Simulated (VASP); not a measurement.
# BPd4 in VASP: a series of runs

The runs below take BPd4 through single point, with PBE, PBEsol.

All numbers are computed with VASP 6.6.1; they aren't measurements. Logs are shortened: lines on timing, memory, paths and dates and some standing lists are left out, and cuts for length are marked.

## Step 1: The cell of the first run

The typed cell holds 5 atoms: a = 2.892 Å, b = 4.365 Å, c = 5.856 Å, α = 90.00°, β = 90.00°, γ = 90.00°.

## Step 2: Single point, PBE (atoms moved at random)

INCAR reads:

```
SYSTEM = BPd4
PREC = Accurate
ENCUT = 520
EDIFF = 1E-6
ISMEAR = -1
SIGMA = 0.05
LREAL = .False.
LASPH = .True.
NELM = 60
ALGO = Fast
ISIF = 2
LWAVE = .False.
LCHARG = .False.
GGA = PE
NBANDS = 30
```

KPOINTS reads:

```
regular mesh
0
Gamma
  9 6 5
  0 0 0
```

POSCAR reads:

```
BPd4
1.0
    2.8920299704      0.0000000000      0.0000000000
    0.0000000000      4.3650077954      0.0000000000
    0.0000000000      0.0000000000      5.8563150000
Pd B
4 1
Direct
    0.4997860000     -0.0013280000      0.1979700000
    0.0072420000     -0.0162850000      0.6056660000
    0.0008850000      0.5186000000      0.3229410000
    0.5020220000      0.5034260000      0.8645260000
    0.4972590000     -0.0053940000      0.8653290000
```

Potentials or basis: VASP PAW PBE potentials, release 64 (Pd, B).

Run with:

```
cat potpaw_PBE.64/Pd/POTCAR potpaw_PBE.64/B/POTCAR > POTCAR
mpirun -np 1 vasp_std > vasp.out
```

OUTCAR:

```text
SYSTEM = BPd4
   PREC = Accurate
   ENCUT = 520
   EDIFF = 1E-6
   ISMEAR = -1
   LREAL = .False.
   LASPH = .True.
   NELM = 60
   ISIF = 2
   GGA = PE

 ion  position               nearest neighbor table
   1  0.500  0.999  0.198-   5 1.95   3 2.65   3 2.65   2 2.78   3 2.79   3 2.79   2 2.80   4 2.91
                             4 2.94
   2  0.007  0.984  0.606-   5 2.08   5 2.12   3 2.62   1 2.78   1 2.80   3 2.86   4 2.96   4 2.97
                             4 3.08   4 3.10
   3  0.001  0.519  0.323-   2 2.62   1 2.65   1 2.65   1 2.79   1 2.79   2 2.86   4 3.05   4 3.05

   4  0.502  0.503  0.865-   5 2.14   5 2.22   1 2.91   1 2.94   2 2.96   2 2.97   3 3.05   3 3.05
                             2 3.08   2 3.10
   5  0.497  0.995  0.865-   1 1.95   2 2.08   2 2.12   4 2.14   4 2.22

  LATTYP: Found a simple orthorhombic cell.
 ALAT       =     2.8920299704
 B/A-ratio  =     1.5093231537
 C/A-ratio  =     2.0249842014

  Lattice vectors:

 A1 = (   2.8920299704,   0.0000000000,   0.0000000000)
 A2 = (   0.0000000000,   4.3650077954,   0.0000000000)
 A3 = (   0.0000000000,   0.0000000000,   5.8563150000)

Analysis of symmetry for initial positions (statically):
=====================================================================
 Subroutine PRICEL returns:
 Original cell was already a primitive cell.

 Routine SETGRP: Setting up the symmetry group for a
 simple orthorhombic supercell.

 Subroutine GETGRP returns: Found  1 space group operations
 (whereof  1 operations were pure point group operations)
 out of a pool of  8 trial point group operations.

The static configuration has the point symmetry C_1 .

Analysis of symmetry for dynamics (positions and initial velocities):
=====================================================================
 Subroutine PRICEL returns:
 Original cell was already a primitive cell.

 Routine SETGRP: Setting up the symmetry group for a
 simple orthorhombic supercell.

 Subroutine GETGRP returns: Found  1 space group operations
 (whereof  1 operations were pure point group operations)
 out of a pool of  8 trial point group operations.

The dynamic configuration has the point symmetry C_1 .

 Subroutine INISYM returns: Found  1 space group operations
 (whereof  1 operations are pure point group operations),
 and found     1 'primitive' translations

----------------------------------------------------------------------------------------

                                     Primitive cell

  volume of cell :      73.9286

  direct lattice vectors                    reciprocal lattice vectors
     2.892029970  0.000000000  0.000000000     0.345777883  0.000000000  0.000000000
     0.000000000  4.365007795  0.000000000     0.000000000  0.229094665  0.000000000
     0.000000000  0.000000000  5.856315000     0.000000000  0.000000000  0.170755842

  length of vectors
     2.892029970  4.365007795  5.856315000     0.345777883  0.229094665  0.170755842

  position of ions in fractional coordinates (direct lattice)
     0.499786000  0.998672000  0.197970000
     0.007242000  0.983715000  0.605666000
     0.000885000  0.518600000  0.322941000
     0.502022000  0.503426000  0.864526000
     0.497259000  0.994606000  0.865329000

  ion indices of the primitive-cell ions
   primitive index   ion index
                 1           1
                 2           2
                 3           3
                 4           4
                 5           5

----------------------------------------------------------------------------------------

 KPOINTS: regular mesh

Automatic generation of k-mesh.
 Grid dimensions read from file:
 generate k-points for:    9    6    5

 Generating k-lattice:

  Cartesian coordinates                     Fractional coordinates (reciprocal lattice)
     0.038419765  0.000000000  0.000000000     0.111111111  0.000000000  0.000000000
     0.000000000  0.038182444  0.000000000     0.000000000  0.166666667  0.000000000
     0.000000000  0.000000000  0.034151168     0.000000000  0.000000000  0.200000000

  Length of vectors
     0.038419765  0.038182444  0.034151168

  Shift w.r.t. Gamma in fractional coordinates (k-lattice)
     0.000000000  0.000000000  0.000000000

 Subroutine IBZKPT returns following result:
 ===========================================

 Found    136 irreducible k-points:

 Following reciprocal coordinates:
            Coordinates               Weight
  0.000000  0.000000  0.000000      1.000000
  0.111111  0.000000  0.000000      2.000000
  0.222222  0.000000  0.000000      2.000000
  0.333333  0.000000  0.000000      2.000000
  0.444444  0.000000  0.000000      2.000000
  0.000000  0.166667  0.000000      2.000000
[... 16 lines left out ...]
  0.444444 -0.333333  0.000000      2.000000
  0.000000  0.500000  0.000000      1.000000
 [... further k-points ...]
   k-points           NKPTS =    136   k-points in BZ     NKDIM =    136   number of bands    NBANDS=     30
   number of dos      NEDOS =    301   number of ions     NIONS =      5
   total plane-waves  NPLWV =  36864
   dimension x,y,z NGX =    24 NGY =   32 NGZ =   48
   dimension x,y,z NGXF=    48 NGYF=   64 NGZF=   96
   ions per type =               4   1
   NGX,Y,Z   is equivalent  to a cutoff of  13.80, 12.19, 13.63 a.u.
   NGXF,Y,Z  is equivalent  to a cutoff of  27.59, 24.38, 27.25 a.u.
 SYSTEM =  BPd4
   PREC   = accura    normal or accurate (medium, high low for compatibility)
   ISTART =      0    job   : 0-new  1-cont  2-samecut
   ICHARG =      2    charge: 1-file 2-atom 10-const
   ISPIN  =      1    spin polarized calculation?
   LNONCOLLINEAR =      F non collinear calculations
   LSORBIT =      F    spin-orbit coupling
   LASPH  =      T    aspherical Exc in radial PAW
   ENCUT  =  520.0 eV  38.22 Ry    6.18 a.u.   5.38  8.12 10.89*2*pi/ulx,y,z
   NELM   =     60;   NELMIN=  2; NELMDL= -5     # of ELM steps
   EDIFF  = 0.1E-05   stopping-criterion for ELM
   LREAL  =      F    real-space projection
   EDIFFG = 0.1E-04   stopping-criterion for IOM
   NSW    =      0    number of steps for IOM
   IBRION =     -1    ionic relax: 0-MD 1-quasi-New 2-CG
   NFREE  =      0    steps in history (QN), initial steepest desc. (CG)
   ISIF   =      2    stress and relaxation
   ISYM   =      2    0-nonsym 1-usesym 2-fastsym
   POTIM  = 0.5000    time-step for ionic-motion
   TEBEG  =    0.0;   TEEND  =   0.0 temperature during run
   PSTRESS=    0.0 pullay stress
   NELECT =      43.0000    total number of electrons
   NUPDOWN=      -1.0000    fix difference up-down
   EMIN   =  10.00;   EMAX   =-10.00  energy-range for DOS
   EFERMI =   0.00;   METHOD = LEGACY
   ISMEAR =    -1;   SIGMA  =   0.05  broadening in eV -4-tet -1-fermi 0-gaus
   EFERMI_NEDOS =   21; number of points for ismear=-14 and -15
   IALGO  =     68    algorithm
   IMIX   =      4    mixing-type and parameters
     AMIX     =   0.40;   BMIX     =  1.00
     AMIX_MAG =   1.60;   BMIX_MAG =  1.00
  volume/ion in A,a.u.               =      14.79        99.78
  Fermi-wavevector in a.u.,A,eV,Ry     =   1.366554  2.582413 25.408482  1.867471
  Thomas-Fermi vector in A             =   2.492685
   LORBIT       =      0    0 simple, 1 ext, 2 COOP (PROOUT), +10 PAW based schemes
   GGA     = PE    functional components
   LHFCALC =     F    Hartree Fock is set to
   AEXX    =    0.0000 exact exchange contribution
   IVDW    =     0    specifies the selected vdW correction
   LEPSILON=     F    determine dielectric tensor
   LRPA    =     F    only Hartree local field effects (RPA)
 non-spin polarized calculation
 RMM-DIIS sequential band-by-band and
  energy-cutoff  :      520.00
  volume of cell :       73.93
 maximum number of plane-waves:      2009
 NGX is ok and might be reduce to    24
   NGX = 11   NGY = 17   NGZ = 21

 number of electron      43.0000007 magnetization

 Free energy of the ion-electron system (eV)
  ---------------------------------------------------
  ext. energy  EPLUGINS =         0.00000000
  ---------------------------------------------------
  free energy    TOTEN  =       -27.40838683 eV

  energy without entropy =      -27.38204784  energy(sigma->0) =      -27.39521734

 E-fermi :   8.0293     XC(G=0): -12.3106

 val. band max:        8.0255313054   @ k =   0.2222  -0.1667  -0.2000
 cond. band min:       8.0348991849   @ k =   0.2222   0.1667   0.2000
 fundamental gap:      0.0093678796
 Fermi energy:         8.0292674224

 k-point     1 :       0.0000    0.0000    0.0000
  band No.  band energies     occupation
      1      -1.3732      2.00000
      2       2.5964      2.00000
      3       2.9435      2.00000
      4       3.4382      2.00000
      5       3.4854      2.00000
      6       4.0664      2.00000
[... 22 lines left out ...]
     29      16.8035      0.00000
     30      17.8700      0.00000

 k-point     2 :       0.1111    0.0000    0.0000
  band No.  band energies     occupation
      1      -1.2132      2.00000
      2       2.7493      2.00000
      3       3.1290      2.00000
      4       3.4775      2.00000
      5       3.5610      2.00000
      6       4.1251      2.00000
[... 22 lines left out ...]
     29      16.9457      0.00000
     30      18.0862      0.00000

 k-point     3 :       0.2222    0.0000    0.0000
  band No.  band energies     occupation
      1      -0.7841      2.00000
      2       2.9353      2.00000
      3       3.3525      2.00000
      4       3.5491      2.00000
      5       3.6931      2.00000
      6       4.2435      2.00000
[... 22 lines left out ...]
     29      17.3562      0.00000
     30      18.0344      0.00000

 k-point     4 :       0.3333    0.0000    0.0000
  band No.  band energies     occupation
      1      -0.2434      2.00000
      2       2.7496      2.00000
      3       3.4422      2.00000
      4       3.5870      2.00000
      5       3.8659      2.00000
      6       4.0838      2.00000
[... 616 lines left out ...]
     29      16.2887      0.00000
     30      16.9003      0.00000

 k-point    23 :       0.4444   -0.3333    0.0000
  band No.  band energies     occupation
      1       0.7775      2.00000
      2       2.5345      2.00000
      3       2.9538      2.00000
      4       3.4271      2.00000
      5       3.4841      2.00000
      6       3.7636      2.00000
[... 22 lines left out ...]
     29      16.2957      0.00000
     30      16.8952      0.00000

 k-point    24 :       0.0000    0.5000    0.0000
  band No.  band energies     occupation
      1      -0.4283      2.00000
      2       2.1052      2.00000
      3       2.7140      2.00000
      4       3.5994      2.00000
      5       3.7451      2.00000
      6       4.1402      2.00000
[... 22 lines left out ...]
     29      18.8900      0.00000
     30      20.0565      0.00000

 [... further k-points ...]
[... 5 lines left out ...]
  --------------------------------------------------------------------------------------
  -------------------------------------------------------------------------------------
  Total       -1.3743455      0.3295336     -0.5294964      0.0105488      0.1792637      0.1429308
  in kB      -29.7847700      7.1416418    -11.4752285      0.2286128      3.8849971      3.0975925
  external PRESSURE =     -11.3727856 kB  Pullay stress =       0.0000000 kB

 VOLUME and BASIS-vectors are now :
 -----------------------------------------------------------------------------
  energy-cutoff  :      520.00
  volume of cell :       73.93
      direct lattice vectors                 reciprocal lattice vectors
     2.892029970  0.000000000  0.000000000     0.345777883  0.000000000  0.000000000
     0.000000000  4.365007795  0.000000000     0.000000000  0.229094665  0.000000000
     0.000000000  0.000000000  5.856315000     0.000000000  0.000000000  0.170755842

 POSITION                                       TOTAL-FORCE (eV/Angst)
 -----------------------------------------------------------------------------------
      1.44540      4.35921      1.15937         0.032145      0.772184     -0.427139
      0.02094      4.29392      3.54697        -0.105636      0.675561      1.210946
      0.00256      2.26369      1.89124        -0.022197     -1.241909     -0.115069
      1.45186      2.19746      5.06294         0.015749     -0.351599      0.053060
      1.43809      4.34146      5.06764         0.079939      0.145763     -0.721797
 -----------------------------------------------------------------------------------
    total drift:                                0.000130      0.000202     -0.000519

  FREE ENERGIE OF THE ION-ELECTRON SYSTEM (eV)
  ---------------------------------------------------
  free  energy   TOTEN  =       -27.4083868325 eV

  energy  without entropy=      -27.3820478418  energy(sigma->0) =      -27.39521734
```

Wall time 3 min (1 thread of AMD EPYC 9R45 (Zen 5), shared host); peak memory 0.33 GiB.

Results:

* Free energy: -27.4084 eV
* Pressure: -1.1 GPa
* Largest force: 1.391 eV/Å

Forces on the atoms (eV/Å):
```
Pd   0.032  0.772 -0.427
Pd  -0.106  0.676  1.211
Pd  -0.022 -1.242 -0.115
Pd   0.016 -0.352  0.053
B    0.080  0.146 -0.722
```

Caveat: the cell differs from its parent crystal (atoms moved at random); forces of over 1 eV/Å act on the atoms, so gaps and moduli don't describe the material at rest.

(Continued in part 2 of 2.)
